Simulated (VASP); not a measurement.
# CuI (F-43m) in VASP: a series of runs

CuI is run at these levels: PBE+D3(BJ), RPBE, r2SCAN+D4; tasks: relaxation of cell and atoms.

All numbers are computed with VASP 6.6.1; they aren't measurements. Logs are shortened: lines on timing, memory, paths and dates and some standing lists are left out, and cuts for length are marked.

### 1 The cell of the first run

Symmetry: F-43m, No. 216, cubic system. The conventional cell has a = 6.063 Å, b = 6.063 Å, c = 6.063 Å, α = 90.00°, β = 90.00°, γ = 90.00°. Cu (site symmetry -43m) has 4 I at 2.63 Å within 3.5 Å. Within 3.5 Å of I (site symmetry -43m) lie 4 Cu at 2.63 Å.

### 2 Relaxation of cell and atoms, PBE+D3(BJ)

The input, INCAR:

```
SYSTEM = CuI
PREC = Accurate
ENCUT = 600
EDIFF = 1E-6
ISMEAR = 0
SIGMA = 0.01
LREAL = .False.
LASPH = .True.
NELM = 60
ALGO = Normal
ISIF = 3
LWAVE = .False.
LCHARG = .False.
GGA = PE
IVDW = 12
IBRION = 2
NSW = 60
EDIFFG = -0.03
```

The input, KPOINTS:

```
Automatic mesh
0
Gamma
  6 6 6
  0 0 0
```

The input, POSCAR:

```
CuI
1.0
    4.2871880000      0.0000000000      0.0000000000
    2.1435940000      3.7128137188      0.0000000000
    2.1435940000      1.2376045729      3.5004743438
Cu I
1 1
Direct
    0.2500000000      0.2500000000      0.2500000000
    0.0000000000      0.0000000000      0.0000000000
```

Potentials or basis: VASP PAW PBE potentials, release 64 (Cu, I).

Command:

```sh
cat potpaw_PBE.64/Cu/POTCAR potpaw_PBE.64/I/POTCAR > POTCAR
mpirun -np 1 vasp_std > vasp.out
```

OUTCAR:

```text
SYSTEM = CuI
   PREC = Accurate
   ENCUT = 600
   EDIFF = 1E-6
   ISMEAR = 0
   LREAL = .False.
   LASPH = .True.
   NELM = 60
   ISIF = 3
   GGA = PE
   IVDW = 12
   IBRION = 2
   NSW = 60
   EDIFFG = -0.03
 IVDW          = 12

 ion  position               nearest neighbor table
   1  0.250  0.250  0.250-   2 2.63   2 2.63   2 2.63   2 2.63
   2  0.000  0.000  0.000-   1 2.63   1 2.63   1 2.63   1 2.63

  LATTYP: Found a face centered cubic cell.
 ALAT       =     6.0629994140

  Lattice vectors:

 A1 = (   4.2871880000,   0.0000000000,   0.0000000000)
 A2 = (   2.1435940000,   3.7128137188,   0.0000000000)
 A3 = (   2.1435940000,   1.2376045729,   3.5004743438)

Analysis of symmetry for initial positions (statically):
=====================================================================
 Subroutine PRICEL returns:
 Original cell was already a primitive cell.

 Routine SETGRP: Setting up the symmetry group for a
 face centered cubic supercell.

 Subroutine GETGRP returns: Found 24 space group operations
 (whereof 24 operations were pure point group operations)
 out of a pool of 48 trial point group operations.

The static configuration has the point symmetry T_d .

Analysis of symmetry for dynamics (positions and initial velocities):
=====================================================================
 Subroutine PRICEL returns:
 Original cell was already a primitive cell.

 Routine SETGRP: Setting up the symmetry group for a
 face centered cubic supercell.

 Subroutine GETGRP returns: Found 24 space group operations
 (whereof 24 operations were pure point group operations)
 out of a pool of 48 trial point group operations.

The dynamic configuration has the point symmetry T_d .

 Subroutine INISYM returns: Found 24 space group operations
 (whereof 24 operations are pure point group operations),
 and found     1 'primitive' translations

----------------------------------------------------------------------------------------

                                     Primitive cell

  volume of cell :      55.7189

  direct lattice vectors                    reciprocal lattice vectors
     4.287188000  0.000000000  0.000000000     0.233253125 -0.134668755 -0.095225190
     2.143594000  3.712813719  0.000000000     0.000000000  0.269337509 -0.095225190
     2.143594000  1.237604573  3.500474344     0.000000000  0.000000000  0.285675569

  length of vectors
     4.287188000  4.287188000  4.287188000     0.285675569  0.285675569  0.285675569

  position of ions in fractional coordinates (direct lattice)
     0.250000000  0.250000000  0.250000000
     0.000000000  0.000000000  0.000000000

  ion indices of the primitive-cell ions
   primitive index   ion index
                 1           1
                 2           2

----------------------------------------------------------------------------------------

 KPOINTS: Automatic mesh

Automatic generation of k-mesh.
 Grid dimensions read from file:
 generate k-points for:    6    6    6

 Generating k-lattice:

  Cartesian coordinates                     Fractional coordinates (reciprocal lattice)
     0.038875521 -0.022444792 -0.015870865     0.166666667  0.000000000  0.000000000
     0.000000000  0.044889585 -0.015870865     0.000000000  0.166666667 -0.000000000
     0.000000000  0.000000000  0.047612595     0.000000000  0.000000000  0.166666667

  Length of vectors
     0.047612595  0.047612595  0.047612595

  Shift w.r.t. Gamma in fractional coordinates (k-lattice)
     0.000000000  0.000000000  0.000000000

 Subroutine IBZKPT returns following result:
 ===========================================

 Found     16 irreducible k-points:

 Following reciprocal coordinates:
            Coordinates               Weight
  0.000000  0.000000  0.000000      1.000000
  0.166667  0.000000 -0.000000      8.000000
  0.333333  0.000000 -0.000000      8.000000
  0.500000 -0.000000 -0.000000      4.000000
  0.166667  0.166667 -0.000000      6.000000
  0.333333  0.166667 -0.000000     24.000000
[... 8 lines left out ...]
 -0.333333  0.333333  0.166667     24.000000
 -0.333333  0.500000  0.166667     12.000000
   k-points           NKPTS =     16   k-points in BZ     NKDIM =     16   number of bands    NBANDS=     13
   number of dos      NEDOS =    301   number of ions     NIONS =      2
   total plane-waves  NPLWV =  46656
   dimension x,y,z NGX =    36 NGY =   36 NGZ =   36
   dimension x,y,z NGXF=    72 NGYF=   72 NGZF=   72
   ions per type =               1   1
   NGX,Y,Z   is equivalent  to a cutoff of  13.96, 13.96, 13.96 a.u.
   NGXF,Y,Z  is equivalent  to a cutoff of  27.92, 27.92, 27.92 a.u.
 SYSTEM =  CuI
   PREC   = accura    normal or accurate (medium, high low for compatibility)
   ISTART =      0    job   : 0-new  1-cont  2-samecut
   ICHARG =      2    charge: 1-file 2-atom 10-const
   ISPIN  =      1    spin polarized calculation?
   LNONCOLLINEAR =      F non collinear calculations
   LSORBIT =      F    spin-orbit coupling
   LASPH  =      T    aspherical Exc in radial PAW
   ENCUT  =  600.0 eV  44.10 Ry    6.64 a.u.   8.56  8.56  8.56*2*pi/ulx,y,z
   NELM   =     60;   NELMIN=  2; NELMDL= -5     # of ELM steps
   EDIFF  = 0.1E-05   stopping-criterion for ELM
   LREAL  =      F    real-space projection
   EDIFFG = -.3E-01   stopping-criterion for IOM
   NSW    =     60    number of steps for IOM
   IBRION =      2    ionic relax: 0-MD 1-quasi-New 2-CG
   NFREE  =      1    steps in history (QN), initial steepest desc. (CG)
   ISIF   =      3    stress and relaxation
   ISYM   =      2    0-nonsym 1-usesym 2-fastsym
   POTIM  = 0.5000    time-step for ionic-motion
   TEBEG  =    0.0;   TEEND  =   0.0 temperature during run
   PSTRESS=    0.0 pullay stress
   NELECT =      18.0000    total number of electrons
   NUPDOWN=      -1.0000    fix difference up-down
   EMIN   =  10.00;   EMAX   =-10.00  energy-range for DOS
   EFERMI =   0.00;   METHOD = LEGACY
   ISMEAR =     0;   SIGMA  =   0.01  broadening in eV -4-tet -1-fermi 0-gaus
   EFERMI_NEDOS =   21; number of points for ismear=-14 and -15
   IALGO  =     38    algorithm
   IMIX   =      4    mixing-type and parameters
     AMIX     =   0.40;   BMIX     =  1.00
     AMIX_MAG =   1.60;   BMIX_MAG =  1.00
  volume/ion in A,a.u.               =      27.86       188.00
  Fermi-wavevector in a.u.,A,eV,Ry     =   1.123306  2.122741 17.168059  1.261817
  Thomas-Fermi vector in A             =   2.259972
   LORBIT       =      0    0 simple, 1 ext, 2 COOP (PROOUT), +10 PAW based schemes
   GGA     = PE    functional components
   LHFCALC =     F    Hartree Fock is set to
   AEXX    =    0.0000 exact exchange contribution
   IVDW    =    12    specifies the selected vdW correction
   LEPSILON=     F    determine dielectric tensor
   LRPA    =     F    only Hartree local field effects (RPA)
 conjugate gradient relaxation of ions
 non-spin polarized calculation
 Gauss-broadening in eV      SIGMA  =   0.01
  energy-cutoff  :      600.00
  volume of cell :       55.72
 maximum number of plane-waves:      1874
 NGX is ok and might be reduce to    36
   NGX = 17   NGY = 17   NGZ = 17

--------------------------------------- Ionic step        1  -------------------------------------------

 number of electron      18.0000006 magnetization

 Free energy of the ion-electron system (eV)
  ---------------------------------------------------
  ext. energy  EPLUGINS =         0.00000000
  ---------------------------------------------------
  free energy    TOTEN  =        -5.55974813 eV

  energy without entropy =       -5.55974813  energy(sigma->0) =       -5.55974813

------------------------ aborting loop because EDIFF is reached ----------------------------------------

 Edisp (eV)   -0.68425

 E8    (eV) :    -0.2999

  FORCE on cell =-STRESS in cart. coord.  units (eV):
  Direction    XX          YY          ZZ          XY          YZ          ZX
  --------------------------------------------------------------------------------------
  -------------------------------------------------------------------------------------
  Total      -0.65614    -0.65614    -0.65614     0.00000     0.00000     0.00000
  in kB     -18.86699   -18.86699   -18.86699     0.00000     0.00000     0.00000
  external pressure =      -18.87 kB  Pullay stress =        0.00 kB

 VOLUME and BASIS-vectors are now :
 -----------------------------------------------------------------------------
  energy-cutoff  :      600.00
  volume of cell :       55.72
      direct lattice vectors                 reciprocal lattice vectors
     4.287188000  0.000000000  0.000000000     0.233253125 -0.134668755 -0.095225190
     2.143594000  3.712813719  0.000000000     0.000000000  0.269337509 -0.095225190
     2.143594000  1.237604573  3.500474344     0.000000000  0.000000000  0.285675569
[... 41 lines left out ...]
 POSITION                                       TOTAL-FORCE (eV/Angst)
 -----------------------------------------------------------------------------------
      2.10967      1.21802      0.86127        -0.000000      0.000000     -0.000000
      6.32900      1.21802      3.44507         0.000000     -0.000000      0.000000
 -----------------------------------------------------------------------------------
    total drift:                                0.000001      0.000000      0.000000

  FREE ENERGIE OF THE ION-ELECTRON SYSTEM (eV)
  ---------------------------------------------------
  free  energy   TOTEN  =        -6.2586780744 eV

  energy  without entropy=       -6.2586780744  energy(sigma->0) =       -6.25867807

--------------------------------------- Ionic step        3  -------------------------------------------

 number of electron      17.9999991 magnetization

 Free energy of the ion-electron system (eV)
  ---------------------------------------------------
  ext. energy  EPLUGINS =         0.00000000
  ---------------------------------------------------
  free energy    TOTEN  =        -5.53964556 eV

  energy without entropy =       -5.53964556  energy(sigma->0) =       -5.53964556

 E-fermi :   4.9640     XC(G=0):  -9.1415

 val. band max:        4.9176036871   @ k =   0.0000   0.0000   0.0000
 cond. band min:       6.1817421608   @ k =   0.0000   0.0000   0.0000
 fundamental gap:      1.2641384737
 Fermi energy:         4.9640070814

 k-point     1 :       0.0000    0.0000    0.0000
  band No.  band energies     occupation
      1      -9.3292      2.00000
      2       1.0753      2.00000
      3       1.0753      2.00000
      4       1.0753      2.00000
      5       2.8782      2.00000
      6       2.8782      2.00000
      7       4.9176      2.00000
      8       4.9176      2.00000
      9       4.9176      2.00000
     10       6.1817      0.00000
     11       9.7403      0.00000
     12       9.7403      0.00000
     13       9.7403      0.00000

 k-point     2 :       0.1667    0.0000   -0.0000
  band No.  band energies     occupation
      1      -9.1904      2.00000
      2       0.5674      2.00000
      3       1.0877      2.00000
      4       1.0877      2.00000
      5       2.8683      2.00000
      6       2.8683      2.00000
      7       3.9700      2.00000
      8       4.7030      2.00000
      9       4.7030      2.00000
     10       7.1077      0.00000
     11       9.8082      0.00000
[... 250 lines left out ...]
 POSITION                                       TOTAL-FORCE (eV/Angst)
 -----------------------------------------------------------------------------------
      2.11240      1.21960      0.86239         0.000000     -0.000000      0.000000
      0.00000      0.00000      0.00000        -0.000000      0.000000     -0.000000
 -----------------------------------------------------------------------------------
    total drift:                                0.000001      0.000000      0.000000

  FREE ENERGIE OF THE ION-ELECTRON SYSTEM (eV)
  ---------------------------------------------------
  free  energy   TOTEN  =        -6.2587495455 eV

  energy  without entropy=       -6.2587495455  energy(sigma->0) =       -6.25874955

 reached required accuracy - stopping structural energy minimisation
```

It took 27 s on 1 thread of Intel Xeon Platinum 8559C (Emerald Rapids), shared host; peak memory 0.22 GiB.

Results:

| Property | Result |
| --- | --- |
| Free energy | -6.2587 eV |
| Relaxed volume | 26.66 Å³/atom |
| Relaxed cell | a = 4.225 Å, b = 4.225 Å, c = 4.225 Å, α = 60.00°, β = 60.00°, γ = 60.00° |
| Space group after relaxing (to 0.1 Å) | F-43m (No. 216) |
| Energy gained by relaxing | 7.4 meV/atom |
| Ionic steps | 3 |
| Pressure after relaxing | 0.0 GPa |
| Band gap on the k mesh | 1.26 eV |
| Dispersion energy per atom | -0.360 eV |

The path:
```
step  energy change (eV)  largest force (eV/Å)  pressure (GPa)  volume (Å³)
   1              0.0000                0.0000           -1.89        55.72
   2             -0.0147                0.0000            0.19        53.11
   3             -0.0148                0.0000           -0.02        53.32
```

Final structure:
```yaml
crystal:
  lattice:
    - [4.22481, 0.00000, 0.00000]
    - [2.11240, 3.65879, 0.00000]
    - [2.11240, 1.21960, 3.44954]
  atoms:
    - { symbol: Cu, position: [0.25000, 0.25000, 0.25000] }
    - { symbol: I, position: [0.00000, 0.00000, 0.00000] }
```

Levels at points of the mesh, in eV from the valence-band top:
```csv
k point,band 5,band 6,band 7,band 8,band 9,band 10,band 11,band 12,band 13
"(0.00, 0.00, 0.00)",-2.04,-2.04,0.00,0.00,0.00,1.26,4.82,4.82,4.82
"(0.50, 0.00, 0.00)",-2.01,-2.01,-1.96,-0.78,-0.78,2.19,5.37,5.37,7.47
"(0.50, 0.50, 0.00)",-2.07,-1.97,-1.95,-1.66,-1.66,2.62,2.88,9.50,9.99
```

Caveat: spin-orbit coupling is left out, which moves the levels of the heavy elements. Expect the measured gap to be larger: semilocal functionals such as PBE lack the derivative discontinuity.

(Part 1 of 3 ends here.)
